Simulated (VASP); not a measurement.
# KCl (Fm-3m) in VASP: further runs

Runs on KCl. Level: PBE. Tasks: relaxation of cell and atoms.

Everything below comes from runs of VASP 6.6.1. Logs are shortened: lines on timing, memory, paths and dates and some standing lists are left out, and cuts for length are marked.

## Step 1: The cell of the first run

The structure is cubic, space group Fm-3m (No. 225). The conventional cell has a = 6.293 Å, b = 6.293 Å, c = 6.293 Å, α = 90.00°, β = 90.00°, γ = 90.00°. K (site symmetry m-3m) has 6 Cl at 3.15 Å within 4.1 Å. Cl (site symmetry m-3m) has 6 K at 3.15 Å within 4.1 Å.

## Step 2: Relaxation of cell and atoms, PBE, target pressure 20 GPa, at which the enthalpy is minimised

The input, INCAR:

```
SYSTEM = KCl
PREC     = Accurate       ! precision mode
ENCUT    = 500            ! plane-wave cutoff, eV
EDIFF    = 1E-7           ! SCF threshold, eV
ISMEAR   = -1             ! smearing method
SIGMA    = 0.1            ! smearing width, eV
LREAL    = .FALSE.        ! projectors in reciprocal space
LASPH    = .TRUE.         ! aspherical terms in the spheres
NELM     = 120            ! most SCF steps
ALGO     = Normal         ! electronic algorithm
ISIF     = 3              ! what is computed and relaxed
LWAVE    = .FALSE.        ! write WAVECAR
LCHARG   = .FALSE.        ! write CHGCAR
GGA      = PE             ! functional
IBRION   = 2              ! ionic algorithm
NSW      = 60             ! ionic steps
EDIFFG   = -0.01          ! ionic threshold
PSTRESS  = 200.0        
GGA_COMPAT= .FALSE.      
NELMIN   = 4
```

The input, KPOINTS:

```
Automatic mesh
0
G
  6 6 6
  0 0 0
```

The input, POSCAR:

```
KCl
1.0
    4.4497810000      0.0000000000      0.0000000000
    2.2248905000      3.8536233873      0.0000000000
    2.2248905000      1.2845411291      3.6332309724
K Cl
1 1
Direct
    0.0000000000      0.0000000000      0.0000000000
    0.5000000000      0.5000000000      0.5000000000
```

Potentials or basis: VASP PAW PBE potentials, release 64 (K_sv, Cl).

On the command line:

```sh
$ cat potpaw_PBE.64/K_sv/POTCAR potpaw_PBE.64/Cl/POTCAR > POTCAR
$ mpirun -np 1 vasp_std > vasp.out
```

OUTCAR:

```text
SYSTEM = KCl
   PREC = Accurate
   ENCUT = 500
   EDIFF = 1E-7
   ISMEAR = -1
   LREAL = .FALSE.
   LASPH = .TRUE.
   NELM = 120
   ISIF = 3
   GGA = PE
   IBRION = 2
   NSW = 60
   EDIFFG = -0.01
   PSTRESS = 200.0
   NELMIN = 4

 ion  position               nearest neighbor table
   1  0.000  0.000  0.000-   2 3.15   2 3.15   2 3.15   2 3.15   2 3.15   2 3.15
   2  0.500  0.500  0.500-   1 3.15   1 3.15   1 3.15   1 3.15   1 3.15   1 3.15

  LATTYP: Found a face centered cubic cell.
 ALAT       =     6.2929406398

  Lattice vectors:

 A1 = (   4.4497810000,   0.0000000000,   0.0000000000)
 A2 = (   2.2248905000,   3.8536233873,   0.0000000000)
 A3 = (   2.2248905000,   1.2845411291,   3.6332309724)

Analysis of symmetry for initial positions (statically):
=====================================================================
 Subroutine PRICEL returns:
 Original cell was already a primitive cell.

 Routine SETGRP: Setting up the symmetry group for a
 face centered cubic supercell.

 Subroutine GETGRP returns: Found 48 space group operations
 (whereof 48 operations were pure point group operations)
 out of a pool of 48 trial point group operations.

The static configuration has the point symmetry O_h .

Analysis of symmetry for dynamics (positions and initial velocities):
=====================================================================
 Subroutine PRICEL returns:
 Original cell was already a primitive cell.

 Routine SETGRP: Setting up the symmetry group for a
 face centered cubic supercell.

 Subroutine GETGRP returns: Found 48 space group operations
 (whereof 48 operations were pure point group operations)
 out of a pool of 48 trial point group operations.

The dynamic configuration has the point symmetry O_h .

 Subroutine INISYM returns: Found 48 space group operations
 (whereof 48 operations are pure point group operations),
 and found     1 'primitive' translations

----------------------------------------------------------------------------------------

                                     Primitive cell

  volume of cell :      62.3018

  direct lattice vectors                    reciprocal lattice vectors
     4.449781000  0.000000000  0.000000000     0.224730161 -0.129748019 -0.091745704
     2.224890500  3.853623387  0.000000000     0.000000000  0.259496038 -0.091745704
     2.224890500  1.284541129  3.633230972     0.000000000  0.000000000  0.275237112

  length of vectors
     4.449781000  4.449781000  4.449781000     0.275237112  0.275237112  0.275237112

  position of ions in fractional coordinates (direct lattice)
     0.000000000  0.000000000  0.000000000
     0.500000000  0.500000000  0.500000000

  ion indices of the primitive-cell ions
   primitive index   ion index
                 1           1
                 2           2

----------------------------------------------------------------------------------------

 KPOINTS: Automatic mesh

Automatic generation of k-mesh.
 Grid dimensions read from file:
 generate k-points for:    6    6    6

 Generating k-lattice:

  Cartesian coordinates                     Fractional coordinates (reciprocal lattice)
     0.037455027 -0.021624670 -0.015290951     0.166666667  0.000000000 -0.000000000
     0.000000000  0.043249340 -0.015290951     0.000000000  0.166666667  0.000000000
     0.000000000  0.000000000  0.045872852     0.000000000  0.000000000  0.166666667

  Length of vectors
     0.045872852  0.045872852  0.045872852

  Shift w.r.t. Gamma in fractional coordinates (k-lattice)
     0.000000000  0.000000000  0.000000000

 Subroutine IBZKPT returns following result:
 ===========================================

 Found     16 irreducible k-points:

 Following reciprocal coordinates:
            Coordinates               Weight
  0.000000  0.000000  0.000000      1.000000
  0.166667  0.000000 -0.000000      8.000000
  0.333333 -0.000000 -0.000000      8.000000
  0.500000  0.000000  0.000000      4.000000
  0.166667  0.166667 -0.000000      6.000000
  0.333333  0.166667 -0.000000     24.000000
[... 8 lines left out ...]
 -0.333333  0.333333  0.166667     24.000000
 -0.333333  0.500000  0.166667     12.000000
   k-points           NKPTS =     16   k-points in BZ     NKDIM =     16   number of bands    NBANDS=     12
   number of dos      NEDOS =    301   number of ions     NIONS =      2
   total plane-waves  NPLWV =  32768
   dimension x,y,z NGX =    32 NGY =   32 NGZ =   32
   dimension x,y,z NGXF=    64 NGYF=   64 NGZF=   64
   ions per type =               1   1
   NGX,Y,Z   is equivalent  to a cutoff of  11.96, 11.96, 11.96 a.u.
   NGXF,Y,Z  is equivalent  to a cutoff of  23.91, 23.91, 23.91 a.u.
 SYSTEM =  KCl
   PREC   = accura    normal or accurate (medium, high low for compatibility)
   ISTART =      0    job   : 0-new  1-cont  2-samecut
   ICHARG =      2    charge: 1-file 2-atom 10-const
   ISPIN  =      1    spin polarized calculation?
   LNONCOLLINEAR =      F non collinear calculations
   LSORBIT =      F    spin-orbit coupling
   LASPH  =      T    aspherical Exc in radial PAW
   ENCUT  =  500.0 eV  36.75 Ry    6.06 a.u.   8.11  8.11  8.11*2*pi/ulx,y,z
   NELM   =    120;   NELMIN=  4; NELMDL= -5     # of ELM steps
   EDIFF  = 0.1E-06   stopping-criterion for ELM
   LREAL  =      F    real-space projection
   EDIFFG = -.1E-01   stopping-criterion for IOM
   NSW    =     60    number of steps for IOM
   IBRION =      2    ionic relax: 0-MD 1-quasi-New 2-CG
   NFREE  =      1    steps in history (QN), initial steepest desc. (CG)
   ISIF   =      3    stress and relaxation
   ISYM   =      2    0-nonsym 1-usesym 2-fastsym
   POTIM  = 0.5000    time-step for ionic-motion
   TEBEG  =    0.0;   TEEND  =   0.0 temperature during run
   PSTRESS=  200.0 pullay stress
   NELECT =      16.0000    total number of electrons
   NUPDOWN=      -1.0000    fix difference up-down
   EMIN   =  10.00;   EMAX   =-10.00  energy-range for DOS
   EFERMI =   0.00;   METHOD = LEGACY
   ISMEAR =    -1;   SIGMA  =   0.10  broadening in eV -4-tet -1-fermi 0-gaus
   EFERMI_NEDOS =   21; number of points for ismear=-14 and -15
   IALGO  =     38    algorithm
   IMIX   =      4    mixing-type and parameters
     AMIX     =   0.40;   BMIX     =  1.00
     AMIX_MAG =   1.60;   BMIX_MAG =  1.00
  volume/ion in A,a.u.               =      31.15       210.22
  Fermi-wavevector in a.u.,A,eV,Ry     =   1.040594  1.966437 14.732868  1.082835
  Thomas-Fermi vector in A             =   2.175176
   LORBIT       =      0    0 simple, 1 ext, 2 COOP (PROOUT), +10 PAW based schemes
   GGA     = PE    functional components
   LHFCALC =     F    Hartree Fock is set to
   AEXX    =    0.0000 exact exchange contribution
   IVDW    =     0    specifies the selected vdW correction
   LEPSILON=     F    determine dielectric tensor
   LRPA    =     F    only Hartree local field effects (RPA)
 conjugate gradient relaxation of ions
 non-spin polarized calculation
  energy-cutoff  :      500.00
  volume of cell :       62.30
 maximum number of plane-waves:      1596
   NGX = 17   NGY = 17   NGZ = 17

--------------------------------------- Ionic step        1  -------------------------------------------

 number of electron      16.0000001 magnetization

 Free energy of the ion-electron system (eV)
  ---------------------------------------------------
  ext. energy  EPLUGINS =         0.00000000
  ---------------------------------------------------
  free energy    TOTEN  =        -6.80369297 eV

  energy without entropy =       -6.80369297  energy(sigma->0) =       -6.80369297

 E-fermi :   0.4260     XC(G=0):  -7.5392

 val. band max:       -1.8419844036   @ k =   0.0000   0.0000   0.0000
 cond. band min:       3.3444843699   @ k =   0.0000   0.0000   0.0000
 fundamental gap:      5.1864687735
 Fermi energy:         0.4260169321

 k-point     1 :       0.0000    0.0000    0.0000
  band No.  band energies     occupation
      1     -29.0402      2.00000
      2     -13.9600      2.00000
      3     -12.5008      2.00000
      4     -12.5008      2.00000
      5     -12.5008      2.00000
      6      -1.8420      2.00000
      7      -1.8420      2.00000
      8      -1.8420      2.00000
      9       3.3445      0.00000
     10       6.5387      0.00000
     11       6.5387      0.00000
     12       6.5387      0.00000
[... 575 lines left out ...]
  FREE ENERGIE OF THE ION-ELECTRON SYSTEM (eV)
  ---------------------------------------------------
  free  energy   TOTEN  =        -5.9215362067 eV

  energy  without entropy=       -5.9215362066  energy(sigma->0) =       -5.92153621

  enthalpy is  TOTEN    =        -0.5888647244 eV   P V=        5.3326714823

--------------------------------------- Ionic step        4  -------------------------------------------

 number of electron      16.0000002 magnetization

 Free energy of the ion-electron system (eV)
  ---------------------------------------------------
  ext. energy  EPLUGINS =         0.00000000
  ---------------------------------------------------
  free energy    TOTEN  =        -5.87969934 eV

  energy without entropy =       -5.87969934  energy(sigma->0) =       -5.87969934

 E-fermi :   2.4676     XC(G=0):  -9.2527

 val. band max:        0.2449374171   @ k =   0.0000   0.0000   0.0000
 cond. band min:       6.0356029565   @ k =   0.5000   0.5000   0.0000
 fundamental gap:      5.7906655394
 Fermi energy:         2.4676376933

 k-point     1 :       0.0000    0.0000    0.0000
  band No.  band energies     occupation
      1     -26.2972      2.00000
      2     -12.4853      2.00000
      3      -9.7322      2.00000
      4      -9.7322      2.00000
      5      -9.7322      2.00000
      6       0.2449      2.00000
      7       0.2449      2.00000
      8       0.2449      2.00000
      9       7.1062      0.00000
     10       8.4784      0.00000
     11       8.4784      0.00000
     12       8.4784      0.00000
[... 245 lines left out ...]
 POSITION                                       TOTAL-FORCE (eV/Angst)
 -----------------------------------------------------------------------------------
      3.91334      0.00000      0.00000         0.000000      0.000000      0.000000
      3.91334      2.25937      1.59761        -0.000000     -0.000000      0.000000
 -----------------------------------------------------------------------------------
    total drift:                               -0.000000     -0.000000     -0.000000

  FREE ENERGIE OF THE ION-ELECTRON SYSTEM (eV)
  ---------------------------------------------------
  free  energy   TOTEN  =        -5.8796993447 eV

  energy  without entropy=       -5.8796993446  energy(sigma->0) =       -5.87969934

  enthalpy is  TOTEN    =        -0.5897978204 eV   P V=        5.2899015243

 reached required accuracy - stopping structural energy minimisation
```

It took 38 s on 1 thread of Intel Xeon 8259CL, shared host; peak memory 0.19 GiB.

Results:

```yaml
Free_energy: -5.8797 eV
Relaxed_volume: 21.19 Å³/atom
Relaxed_cell: a = 3.913 Å, b = 3.913 Å, c = 3.913 Å, α = 60.00°, β = 60.00°, γ = 60.00°
Space_group_after_relaxing_to_0.1_Å: Fm-3m (No. 225)
Energy_change_on_relaxing_the_run_minimises_the_enthalpy: +462.0 meV/atom
Ionic_steps: 4
Pressure_after_relaxing: 19.9 GPa
Band_gap_on_the_k_mesh: 5.79 eV (least direct gap 6.04 eV)
```

Step by step:
| step | energy change (eV) | largest force (eV/Å) | pressure (GPa) | volume (Å³) |
| --- | --- | --- | --- | --- |
| 1 | 0.0000 | 0.0000 | 0.77 | 62.30 |
| 2 | 2.5571 | 0.0000 | 49.43 | 34.31 |
| 3 | 0.8822 | 0.0000 | 19.19 | 42.72 |
| 4 | 0.9240 | 0.0000 | 19.94 | 42.38 |

Final structure:
```yaml
crystal:
  lattice:
    - [3.91334, 0.00000, 0.00000]
    - [1.95667, 3.38905, 0.00000]
    - [1.95667, 1.12968, 3.19523]
  atoms:
    - { symbol: K, position: [0.00000, 0.00000, 0.00000] }
    - { symbol: Cl, position: [0.50000, 0.50000, 0.50000] }
```

Caveat: the cell is relaxed towards a set pressure, so the run minimises the enthalpy, not the energy; the volume moved by over 15 % at a fixed basis, so the end points are rough. A k mesh can miss the band edges.

## Step 3: Relaxation of cell and atoms, PBE, target pressure 30 GPa, at which the enthalpy is minimised

The input, INCAR:

```
SYSTEM = KCl
PREC     = Accurate       ! precision mode
ENCUT    = 500            ! plane-wave cutoff, eV
EDIFF    = 1E-7           ! SCF threshold, eV
ISMEAR   = -1             ! smearing method
SIGMA    = 0.1            ! smearing width, eV
LREAL    = .False.        ! projectors in reciprocal space
LASPH    = .True.         ! aspherical terms in the spheres
NELM     = 120            ! most SCF steps
ALGO     = Normal         ! electronic algorithm
ISIF     = 3              ! what is computed and relaxed
LWAVE    = .False.        ! write WAVECAR
LCHARG   = .False.        ! write CHGCAR
GGA      = PE             ! functional
IBRION   = 2              ! ionic algorithm
NSW      = 60             ! ionic steps
EDIFFG   = -0.01          ! ionic threshold
PSTRESS  = 300.0        
GGA_COMPAT= .False.      
NELMIN   = 4
```

The input, KPOINTS:

```
regular mesh
0
Gamma
  6 6 6
  0 0 0
```

POSCAR is that of step 2.

Potentials or basis: VASP PAW PBE potentials, release 64 (K_sv, Cl).

On the command line:

```sh
$ cat potpaw_PBE.64/K_sv/POTCAR potpaw_PBE.64/Cl/POTCAR > POTCAR
$ mpirun -np 1 vasp_std > vasp.out
```

Wall time 48 s (1 thread of Intel Xeon 8259CL, shared host); peak memory 0.2 GiB.

It converged, with:

| Property | Result |
| --- | --- |
| Free energy | -5.3149 eV |
| Relaxed volume | 19.35 Å³/atom |
| Relaxed cell | a = 3.797 Å, b = 3.797 Å, c = 3.797 Å, α = 60.00°, β = 60.00°, γ = 60.00° |
| Space group after relaxing (to 0.1 Å) | Fm-3m (No. 225) |
| Energy change on relaxing (the run minimises the enthalpy) | +744.4 meV/atom |
| Ionic steps | 5 |
| Pressure after relaxing | 30.0 GPa |
| Band gap on the k mesh | 5.46 eV (least direct gap 5.68 eV) |

The path:
```tsv
step	energy change (eV)	largest force (eV/Å)	pressure (GPa)	volume (Å³)
1	0.0000	0.0000	0.77	62.30
2	9.0548	0.0000	179.99	23.82
3	1.1431	0.0000	23.87	40.77
4	1.3511	0.0000	27.58	39.47
5	1.4888	0.0000	30.05	38.71
```

Final structure:
```yaml
crystal:
  lattice:
    - [3.79692, 0.00000, 0.00000]
    - [1.89846, 3.28823, 0.00000]
    - [1.89846, 1.09608, 3.10017]
  atoms:
    - { symbol: K, position: [0.00000, 0.00000, 0.00000] }
    - { symbol: Cl, position: [0.50000, 0.50000, 0.50000] }
```

Levels at points of the mesh, in eV from the valence-band top:
```
           k point  band 6  band 7  band 8  band 9  band 10  band 11
(0.00, 0.00, 0.00)    0.00    0.00    0.00    7.37     8.07     8.07
(0.50, 0.00, 0.00)   -2.21   -1.02   -1.02    8.84    10.25    11.86
(0.50, 0.50, 0.00)   -0.73   -0.22   -0.22    5.46    10.75    10.82
```

Caveat: the cell is relaxed towards a set pressure, so the run minimises the enthalpy, not the energy; the volume moved by over 15 % at a fixed basis, so the end points are rough. A k mesh can miss the band edges.

(Continued in part 2 of 2.)
